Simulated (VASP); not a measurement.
Write the native input for VASP 6.6.1 that does the following.

| Item | Value |
| --- | --- |
| Task | single point |
| Functional | PBE |
| Potentials or basis | VASP PAW PBE potentials, release 64 (Nb_sv, Sn_d, Se) |
| Cutoff | 500 eV |
| k mesh | 3 × 3 × 2 |
| Occupations | gaussian, width 0.15 eV |
| Spin | no spin polarisation |
| Dipole correction | no |
| Further INCAR settings | ALGO = Normal; EDIFF = 1e-06; NBANDS = 34 |

The structure of NbSnSe4 lies in POSCAR:

```
NbSnSe4
1.0
    3.0819772143     -3.1192574129      0.0225308252
    3.0819772143      3.1192574129      0.0225308252
   -1.6902653459      0.0000000000      8.4883499936
Nb Sn Se
1 1 4
Direct
    0.0000000000      0.0000000000      0.5000000000
    0.5000000000      0.5000000000      0.5000000000
    0.7264939873      0.1246124394      0.2290697370
    0.8753875606      0.2735060127      0.7709302630
    0.2735060127      0.8753875606      0.7709302630
    0.1246124394      0.7264939873      0.2290697370
```

One way to write it, as run:

INCAR

```
PREC     = Accurate       # precision mode
ENCUT    = 500            # plane-wave cutoff, eV
EDIFF    = 1E-6           # SCF threshold, eV
ISMEAR   = 0              # smearing method
SIGMA    = 0.15           # smearing width, eV
LREAL    = F              # projectors in reciprocal space
LASPH    = T              # aspherical terms in the spheres
NELM     = 120            # most SCF steps
ALGO     = Normal         # electronic algorithm
ISIF     = 2              # what is computed and relaxed
LWAVE    = F              # write WAVECAR
LCHARG   = T              # write CHGCAR
GGA      = PE             # functional
LELF     = T              # ELF
LVHAR    = T            
NBANDS   = 34             # bands
GGA_COMPAT= F
```

KPOINTS

```
regular mesh
0
Gamma
  3 3 2
```

Potentials or basis: VASP PAW PBE potentials, release 64 (Nb_sv, Sn_d, Se).

Launch:

```bash
$ cat potpaw_PBE.64/Nb_sv/POTCAR potpaw_PBE.64/Sn_d/POTCAR potpaw_PBE.64/Se/POTCAR > POTCAR
$ mpirun -np 1 vasp_std > vasp.out
```

Results of the run:

The pressure is -0.3 GPa and the largest force is 0.073 eV/Å.

Caveat: the k points lie up to 0.48 Å⁻¹ apart; this functional lacks dispersion, which binds the layers, so the pressure and a relaxed spacing across them are unreliable.

It took 49 s on 1 thread of Intel Xeon 6975P-C, on a shared host, peak memory 0.26 GiB.
